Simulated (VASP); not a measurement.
Write the native input for VASP 6.6.1 that does the following.

| Item | Value |
| --- | --- |
| Task | relaxation of cell and atoms |
| Functional | PBEsol |
| Potentials or basis | VASP PAW PBE potentials, release 64 (Ag) |
| Cutoff | 600 eV |
| k mesh | 18 × 18 × 6 |
| Occupations | gaussian, width 0.1 eV |
| Spin | no spin polarisation |
| Target pressure | 20 GPa |
| Dipole correction | no |
| Further INCAR settings | ALGO = Fast; EDIFF = 1e-06; IBRION = 2; EDIFFG = -0.008; NSW = 70; ISIF = 3 |

The structure of Ag lies in POSCAR:

```
Ag
1.0
    2.7500463375      0.0000000000      0.0000000000
   -1.3750231687      2.3816099898      0.0000000000
    0.0000000000      0.0000000000      8.9847958044
Ag
4
Direct
    0.0000000000      0.0000000000      0.0000000000
    0.0000000000      0.0000000000      0.5000000000
    0.3333333333      0.6666666667      0.2500000000
    0.6666666667      0.3333333333      0.7500000000
```

This isn't the form of Ag at room conditions, which is fcc.

One way to write it, as run:

INCAR

```
SYSTEM = Ag
ALGO = Fast
EDIFF = 1E-6
EDIFFG = -0.008
ENCUT = 600
GGA = PS
IBRION = 2
ISIF = 3
ISMEAR = 0
LASPH = .True.
LCHARG = .False.
LREAL = .False.
LWAVE = .False.
NELM = 60
NSW = 70
PREC = Accurate
PSTRESS = 200.0
SIGMA = 0.1
```

KPOINTS

```
k-points
0
Gamma
  18 18 6
  0 0 0
```

Potentials or basis: VASP PAW PBE potentials, release 64 (Ag).

Command:

```sh
$ cat potpaw_PBE.64/Ag/POTCAR > POTCAR
$ mpirun -np 1 vasp_std > vasp.out
```

Results of the run:

```
Relaxed volume                                             : 14.75 Å³/atom
Relaxed cell                                               : a = 2.753 Å, b = 2.753 Å, c = 8.993 Å, α = 90.00°, β = 90.00°, γ = 120.00°
Space group after relaxing (to 0.1 Å)                      : P6_3/mmc (No. 194)
Energy change on relaxing (the run minimises the enthalpy) : -5.1 meV/atom
Ionic steps                                                : 3
Pressure after relaxing                                    : 20.0 GPa
Band gap on the k mesh                                     : zero (bands 22 and 23 overlap by 6.98 eV)
```

Caveat: the cell is relaxed towards a set pressure, so the run minimises the enthalpy, not the energy; the PAW data sets were made with another functional, which shifts forces and pressure a little.

Run time: 7.7 min on 1 thread of AMD EPYC 7R13 Processor (Zen 3) (shared host), peak memory 0.33 GiB.
